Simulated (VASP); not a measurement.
# WC (WC type) (P-6m2) in VASP: further runs

WC (WC type) is run at these levels: PBE; tasks: relaxation of shape and atoms at fixed volume.

Program: VASP 6.6.1. These are calculated values, not measurements. Logs are shortened: lines on timing, memory, paths and dates and some standing lists are left out, and cuts for length are marked.

## (1) The cell of the first run

The structure is hexagonal, space group P-6m2 (No. 187). Conventional cell: a = 2.394 Å, b = 2.394 Å, c = 2.332 Å, α = 90.00°, β = 90.00°, γ = 120.00°. Within 2.4 Å of W (site symmetry -6m2) lie 6 C at 1.81 Å and 8 W at 2.33 to 2.39 Å. Within 2.4 Å of C (site symmetry -6m2) lie 6 W at 1.81 Å and 8 C at 2.33 to 2.39 Å.

## (2) Relaxation of shape and atoms at fixed volume, PBE

The input, INCAR:

```
SYSTEM = WC
  PREC = Accurate
  ENCUT = 600
  EDIFF = 1E-6
  ISMEAR = -1
  SIGMA = 0.1
  LREAL = .FALSE.
  LASPH = .TRUE.
  NELM = 80
  ALGO = Normal
  ISIF = 4
  LWAVE = .FALSE.
  LCHARG = .FALSE.
  GGA = PE
  IBRION = 2
  NSW = 50
  EDIFFG = -0.005
```

The input, KPOINTS:

```
regular mesh
0
G
  17 17 15
  0 0 0
```

The input, POSCAR:

```
WC
1.0
    2.3943515317      0.0000000000      0.0000000000
   -1.1971757659      2.0735692520      0.0000000000
    0.0000000000      0.0000000000      2.3320272416
W C
1 1
Direct
    0.0000000000      0.0000000000      0.0000000000
    0.3333333333      0.6666666667      0.5000000000
```

Potentials or basis: VASP PAW PBE potentials, release 64 (W_sv, C).

Launch:

```console
> cat potpaw_PBE.64/W_sv/POTCAR potpaw_PBE.64/C/POTCAR > POTCAR
> mpirun -np 1 vasp_std > vasp.out
```

OUTCAR:

```text
SYSTEM = WC
   PREC = Accurate
   ENCUT = 600
   EDIFF = 1E-6
   ISMEAR = -1
   LREAL = .FALSE.
   LASPH = .TRUE.
   NELM = 80
   ISIF = 4
   GGA = PE
   IBRION = 2
   NSW = 50
   EDIFFG = -0.005

 ion  position               nearest neighbor table
   1  0.000  0.000  0.000-   2 1.81   2 1.81   2 1.81   2 1.81   2 1.81   2 1.81
   2  0.333  0.667  0.500-   1 1.81   1 1.81   1 1.81   1 1.81   1 1.81   1 1.81

  LATTYP: Found a hexagonal cell.
 ALAT       =     2.3943515317
 C/A-ratio  =     0.9739702841

  Lattice vectors:

 A1 = (   2.3943515317,   0.0000000000,   0.0000000000)
 A2 = (  -1.1971757659,   2.0735692520,   0.0000000000)
 A3 = (   0.0000000000,   0.0000000000,   2.3320272416)

Analysis of symmetry for initial positions (statically):
=====================================================================
 Subroutine PRICEL returns:
 Original cell was already a primitive cell.

 Routine SETGRP: Setting up the symmetry group for a
 hexagonal supercell.

 Subroutine GETGRP returns: Found 12 space group operations
 (whereof 12 operations were pure point group operations)
 out of a pool of 24 trial point group operations.

The static configuration has the point symmetry D_3h.

Analysis of symmetry for dynamics (positions and initial velocities):
=====================================================================
 Subroutine PRICEL returns:
 Original cell was already a primitive cell.

 Routine SETGRP: Setting up the symmetry group for a
 hexagonal supercell.

 Subroutine GETGRP returns: Found 12 space group operations
 (whereof 12 operations were pure point group operations)
 out of a pool of 24 trial point group operations.

The dynamic configuration has the point symmetry D_3h.

 Subroutine INISYM returns: Found 12 space group operations
 (whereof 12 operations are pure point group operations),
 and found     1 'primitive' translations

----------------------------------------------------------------------------------------

                                     Primitive cell

  volume of cell :      11.5782

  direct lattice vectors                    reciprocal lattice vectors
     2.394351532  0.000000000  0.000000000     0.417649617  0.241130119  0.000000000
    -1.197175766  2.073569252  0.000000000     0.000000000  0.482260238  0.000000000
     0.000000000  0.000000000  2.332027242     0.000000000  0.000000000  0.428811457

  length of vectors
     2.394351532  2.394351532  2.332027242     0.482260238  0.482260238  0.428811457

  position of ions in fractional coordinates (direct lattice)
     0.000000000  0.000000000  0.000000000
     0.333333333  0.666666667  0.500000000

  ion indices of the primitive-cell ions
   primitive index   ion index
                 1           1
                 2           2

----------------------------------------------------------------------------------------

 KPOINTS: regular mesh

Automatic generation of k-mesh.
 Grid dimensions read from file:
 generate k-points for:   17   17   15

 Generating k-lattice:

  Cartesian coordinates                     Fractional coordinates (reciprocal lattice)
     0.024567625  0.014184125  0.000000000     0.058823529  0.000000000  0.000000000
     0.000000000  0.028368249  0.000000000     0.000000000  0.058823529  0.000000000
     0.000000000  0.000000000  0.028587430     0.000000000  0.000000000  0.066666667

  Length of vectors
     0.028368249  0.028368249  0.028587430

  Shift w.r.t. Gamma in fractional coordinates (k-lattice)
     0.000000000  0.000000000  0.000000000

 Subroutine IBZKPT returns following result:
 ===========================================

 Found    264 irreducible k-points:

 Following reciprocal coordinates:
            Coordinates               Weight
  0.000000  0.000000  0.000000      1.000000
  0.058824 -0.000000  0.000000      6.000000
  0.117647 -0.000000  0.000000      6.000000
  0.176471 -0.000000  0.000000      6.000000
  0.235294 -0.000000  0.000000      6.000000
  0.294118 -0.000000  0.000000      6.000000
[... 16 lines left out ...]
  0.411765  0.117647  0.000000     12.000000
  0.176471  0.176471  0.000000      6.000000
 [... further k-points ...]
   k-points           NKPTS =    264   k-points in BZ     NKDIM =    264   number of bands    NBANDS=     13
   number of dos      NEDOS =    301   number of ions     NIONS =      2
   total plane-waves  NPLWV =   8000
   dimension x,y,z NGX =    20 NGY =   20 NGZ =   20
   dimension x,y,z NGXF=    40 NGYF=   40 NGZF=   40
   ions per type =               1   1
   NGX,Y,Z   is equivalent  to a cutoff of  13.89, 13.89, 14.26 a.u.
   NGXF,Y,Z  is equivalent  to a cutoff of  27.77, 27.77, 28.52 a.u.
 SYSTEM =  WC
   PREC   = accura    normal or accurate (medium, high low for compatibility)
   ISTART =      0    job   : 0-new  1-cont  2-samecut
   ICHARG =      2    charge: 1-file 2-atom 10-const
   ISPIN  =      1    spin polarized calculation?
   LNONCOLLINEAR =      F non collinear calculations
   LSORBIT =      F    spin-orbit coupling
   LASPH  =      T    aspherical Exc in radial PAW
   ENCUT  =  600.0 eV  44.10 Ry    6.64 a.u.   4.78  4.78  4.66*2*pi/ulx,y,z
   NELM   =     80;   NELMIN=  2; NELMDL= -5     # of ELM steps
   EDIFF  = 0.1E-05   stopping-criterion for ELM
   LREAL  =      F    real-space projection
   EDIFFG = -.5E-02   stopping-criterion for IOM
   NSW    =     50    number of steps for IOM
   IBRION =      2    ionic relax: 0-MD 1-quasi-New 2-CG
   NFREE  =      1    steps in history (QN), initial steepest desc. (CG)
   ISIF   =      4    stress and relaxation
   ISYM   =      2    0-nonsym 1-usesym 2-fastsym
   POTIM  = 0.5000    time-step for ionic-motion
   TEBEG  =    0.0;   TEEND  =   0.0 temperature during run
   PSTRESS=    0.0 pullay stress
   NELECT =      18.0000    total number of electrons
   NUPDOWN=      -1.0000    fix difference up-down
   EMIN   =  10.00;   EMAX   =-10.00  energy-range for DOS
   EFERMI =   0.00;   METHOD = LEGACY
   ISMEAR =    -1;   SIGMA  =   0.10  broadening in eV -4-tet -1-fermi 0-gaus
   EFERMI_NEDOS =   21; number of points for ismear=-14 and -15
   IALGO  =     38    algorithm
   IMIX   =      4    mixing-type and parameters
     AMIX     =   0.40;   BMIX     =  1.00
     AMIX_MAG =   1.60;   BMIX_MAG =  1.00
  volume/ion in A,a.u.               =       5.79        39.07
  Fermi-wavevector in a.u.,A,eV,Ry     =   1.896498  3.583861 48.936119  3.596703
  Thomas-Fermi vector in A             =   2.936500
   LORBIT       =      0    0 simple, 1 ext, 2 COOP (PROOUT), +10 PAW based schemes
   GGA     = PE    functional components
   LHFCALC =     F    Hartree Fock is set to
   AEXX    =    0.0000 exact exchange contribution
   IVDW    =     0    specifies the selected vdW correction
   LEPSILON=     F    determine dielectric tensor
   LRPA    =     F    only Hartree local field effects (RPA)
 conjugate gradient relaxation of ions
 non-spin polarized calculation
  energy-cutoff  :      600.00
  volume of cell :       11.58
 maximum number of plane-waves:       405
 NGX is ok and might be reduce to    20
   NGX =  9   NGY =  9   NGZ =  9

--------------------------------------- Ionic step        1  -------------------------------------------

 number of electron      18.0000000 magnetization

 Free energy of the ion-electron system (eV)
  ---------------------------------------------------
  ext. energy  EPLUGINS =         0.00000000
  ---------------------------------------------------
  free energy    TOTEN  =        -8.26820566 eV

  energy without entropy =       -8.26053880  energy(sigma->0) =       -8.26437223

------------------------ aborting loop because EDIFF is reached ----------------------------------------

  FORCE on cell =-STRESS in cart. coord.  units (eV):
  Direction    XX          YY          ZZ          XY          YZ          ZX
  --------------------------------------------------------------------------------------
  -------------------------------------------------------------------------------------
  Total       54.4864951     54.4864951     61.9225405     -0.0000000      0.0000000      0.0000000
  in kB     7539.7922338   7539.7922335   8568.7855133     -0.0000002      0.0000000      0.0000000
  external PRESSURE =    7882.7899936 kB  Pullay stress =       0.0000000 kB
[... 93 lines left out ...]
  energy  without entropy=       -8.3704615839  energy(sigma->0) =       -8.37367774

--------------------------------------- Ionic step        4  -------------------------------------------

 number of electron      18.0000001 magnetization

 Free energy of the ion-electron system (eV)
  ---------------------------------------------------
  ext. energy  EPLUGINS =         0.00000000
  ---------------------------------------------------
  free energy    TOTEN  =        -8.37709937 eV

  energy without entropy =       -8.37069614  energy(sigma->0) =       -8.37389775

 E-fermi :  22.3007     XC(G=0): -17.3549

 val. band max:       22.2466021949   @ k =   0.1765  -0.0000   0.2667
 cond. band min:      22.3164144181   @ k =   0.1176   0.1176   0.2667
 fundamental gap:      0.0698122232
 Fermi energy:        22.3007282601

 k-point     1 :       0.0000    0.0000    0.0000
  band No.  band energies     occupation
      1     -52.3734      2.00000
      2     -16.1390      2.00000
      3     -14.7485      2.00000
      4     -14.7485      2.00000
      5       2.8409      2.00000
      6      12.4261      2.00000
      7      15.1819      2.00000
      8      15.1819      2.00000
      9      22.0114      1.89505
     10      28.2065      0.00000
     11      28.2065      0.00000
     12      30.7194      0.00000
     13      30.7194      0.00000
[... 353 lines left out ...]
 k-point    24 :       0.1765    0.1765    0.0000
  band No.  band energies     occupation
      1     -51.8327      2.00000
      2     -18.4073      2.00000
      3     -16.1029      2.00000
      4     -15.4616      2.00000
      5       6.6100      2.00000
      6      11.9613      2.00000
      7      15.6502      2.00000
      8      16.2246      2.00000
      9      18.8713      2.00000
     10      24.8163      0.00000
     11      26.1350      0.00000
     12      30.7164      0.00000
     13      34.3992      0.00000

 [... further k-points ...]
[... 5 lines left out ...]
  --------------------------------------------------------------------------------------
  -------------------------------------------------------------------------------------
  Total       56.5271968     56.5271968     56.5267039     -0.0000000      0.0000000      0.0000000
  in kB     7822.1826978   7822.1826972   7822.1144914     -0.0000003      0.0000000      0.0000000
  external PRESSURE =    7822.1599621 kB  Pullay stress =       0.0000000 kB
[... 17 lines left out ...]
  FREE ENERGIE OF THE ION-ELECTRON SYSTEM (eV)
  ---------------------------------------------------
  free  energy   TOTEN  =        -8.3770993714 eV

  energy  without entropy=       -8.3706961374  energy(sigma->0) =       -8.37389775

 reached required accuracy - stopping structural energy minimisation
```

It took 2.7 min on 1 thread of Intel Xeon 8259CL, shared host; peak memory 0.18 GiB.

The run converged, but its numbers aren't listed here, since they failed a check.

Caveat: spin-orbit coupling is left out, which moves the levels of the heavy elements.

## (3) Relaxation of shape and atoms at fixed volume, PBE

This run uses another cell than the first one, of 6.74 Å³/atom, 1.164 times its volume.

The input, INCAR:

```
SYSTEM = WC
PREC = Accurate
ENCUT = 600
EDIFF = 1E-7
ISMEAR = -1
SIGMA = 0.1
LREAL = .False.
LASPH = .True.
NELM = 80
ALGO = Normal
ISIF = 4
LWAVE = .False.
LCHARG = .False.
GGA = PE
IBRION = 2
NSW = 50
EDIFFG = -0.005
```

The input, KPOINTS:

```
regular mesh
0
Gamma
  17 17 15
  0 0 0
```

The input, POSCAR:

```
WC
1.0
    2.5184133185      0.0000000000      0.0000000000
   -1.2592066592      2.1810099110      0.0000000000
    0.0000000000      0.0000000000      2.4528597353
W C
1 1
Direct
    0.0000000000      0.0000000000      0.0000000000
    0.3333333333      0.6666666667      0.5000000000
```

Potentials or basis: VASP PAW PBE potentials, release 64 (W_sv, C).

Launch:

```console
> cat potpaw_PBE.64/W_sv/POTCAR potpaw_PBE.64/C/POTCAR > POTCAR
> mpirun -np 1 vasp_std > vasp.out
```

OUTCAR:

```text
SYSTEM = WC
   PREC = Accurate
   ENCUT = 600
   EDIFF = 1E-7
   ISMEAR = -1
   LREAL = .False.
   LASPH = .True.
   NELM = 80
   ISIF = 4
   GGA = PE
   IBRION = 2
   NSW = 50
   EDIFFG = -0.005

 ion  position               nearest neighbor table
   1  0.000  0.000  0.000-   2 1.90   2 1.90   2 1.90   2 1.90   2 1.90   2 1.90
   2  0.333  0.667  0.500-   1 1.90   1 1.90   1 1.90   1 1.90   1 1.90   1 1.90

  LATTYP: Found a hexagonal cell.
 ALAT       =     2.5184133185
 C/A-ratio  =     0.9739702841

  Lattice vectors:

 A1 = (   2.5184133185,   0.0000000000,   0.0000000000)
 A2 = (  -1.2592066592,   2.1810099110,   0.0000000000)
 A3 = (   0.0000000000,   0.0000000000,   2.4528597353)

Analysis of symmetry for initial positions (statically):
=====================================================================
 Subroutine PRICEL returns:
 Original cell was already a primitive cell.

 Routine SETGRP: Setting up the symmetry group for a
 hexagonal supercell.

 Subroutine GETGRP returns: Found 12 space group operations
 (whereof 12 operations were pure point group operations)
 out of a pool of 24 trial point group operations.

The static configuration has the point symmetry D_3h.

Analysis of symmetry for dynamics (positions and initial velocities):
=====================================================================
[... 265 lines left out ...]
--------------------------------------- Ionic step        4  -------------------------------------------

 number of electron      17.9999998 magnetization

 Free energy of the ion-electron system (eV)
  ---------------------------------------------------
  ext. energy  EPLUGINS =         0.00000000
  ---------------------------------------------------
  free energy    TOTEN  =       -15.37379527 eV

  energy without entropy =      -15.36677193  energy(sigma->0) =      -15.37028360

 E-fermi :  18.7517     XC(G=0): -16.3725

 val. band max:       18.7207793267   @ k =   0.1765   0.0000   0.4000
 cond. band min:      18.7628448191   @ k =   0.1765   0.0000   0.4667
 fundamental gap:      0.0420654924
 Fermi energy:        18.7517324849

 k-point     1 :       0.0000    0.0000    0.0000
  band No.  band energies     occupation
      1     -55.1660      2.00000
      2     -19.1079      2.00000
      3     -18.3118      2.00000
      4     -18.3118      2.00000
      5       0.6409      2.00000
      6      10.7980      2.00000
      7      13.0101      2.00000
      8      13.0101      2.00000
      9      18.5418      1.78176
     10      23.9970      0.00000
     11      23.9970      0.00000
     12      26.5450      0.00000
     13      26.5450      0.00000
[... 354 lines left out ...]
  band No.  band energies     occupation
      1     -54.8721      2.00000
      2     -20.6511      2.00000
      3     -19.1458      2.00000
      4     -18.7025      2.00000
      5       4.0162      2.00000
      6       9.8210      2.00000
      7      13.4707      2.00000
      8      13.7090      2.00000
      9      15.8746      2.00000
     10      21.4357      0.00000
     11      22.6755      0.00000
     12      26.3092      0.00000
     13      29.4386      0.00000

 [... further k-points ...]
[... 5 lines left out ...]
  --------------------------------------------------------------------------------------
  -------------------------------------------------------------------------------------
  Total       36.5134404     36.5134404     36.5092016      0.0000000      0.0000000     -0.0000000
  in kB     4342.1615527   4342.1615524   4341.6574727      0.0000001      0.0000000     -0.0000000
  external PRESSURE =    4341.9935260 kB  Pullay stress =       0.0000000 kB
[... 17 lines left out ...]
  FREE ENERGIE OF THE ION-ELECTRON SYSTEM (eV)
  ---------------------------------------------------
  free  energy   TOTEN  =       -15.3737952655 eV

  energy  without entropy=      -15.3667719276  energy(sigma->0) =      -15.37028360

 reached required accuracy - stopping structural energy minimisation
```

CONTCAR:

```text
WC
   1.00000000000000
     2.4901917673111593    0.0000000000138197    0.0000000000000000
    -1.2450958835941719    2.1565693307059419    0.0000000000000000
     0.0000000000000000    0.0000000000000000    2.5087717059497474
  W               C
     1     1
Direct
     0.0000000000000000    0.0000000000000000    0.0000000000000000
     0.3333333332999970    0.6666666667000030    0.5000000000000000

  0.00000000E+00  0.00000000E+00  0.00000000E+00
  0.00000000E+00  0.00000000E+00  0.00000000E+00
```

Wall time 3.1 min (1 thread of Intel Xeon 8259CL, shared host); peak memory 0.18 GiB.

Results:

* Free energy: -15.3738 eV
* Energy gained by relaxing: 27.8 meV/atom
* Ionic steps: 4
* Pressure after relaxing: 434.2 GPa
* Band gap on the k mesh: zero (band 9 reaches 20.51 eV, above the bottom of band 10 at 16.96 eV)

Step by step:
```csv
step,energy change (eV),largest force (eV/Å),pressure (GPa),volume (Å³)
1,0.0000,0.0000,437.34,13.47
2,0.2792,0.0000,430.99,13.47
3,-0.0555,0.0000,434.13,13.47
4,-0.0556,0.0000,434.20,13.47
```

Final structure:
```cif
data_structure
_symmetry_space_group_name_H-M 'P 1'
_symmetry_Int_Tables_number 1
_cell_length_a 2.4902
_cell_length_b 2.4902
_cell_length_c 2.5088
_cell_angle_alpha 90.000
_cell_angle_beta 90.000
_cell_angle_gamma 120.000
_cell_volume 13.47
loop_
_atom_site_label
_atom_site_type_symbol
_atom_site_fract_x
_atom_site_fract_y
_atom_site_fract_z
_atom_site_occupancy
W1 W 0.00000 0.00000 0.00000 1
C1 C 0.33333 0.66667 0.50000 1
```

Caveat: spin-orbit coupling is left out, which moves the levels of the heavy elements.

(Continued in part 2 of 2.)
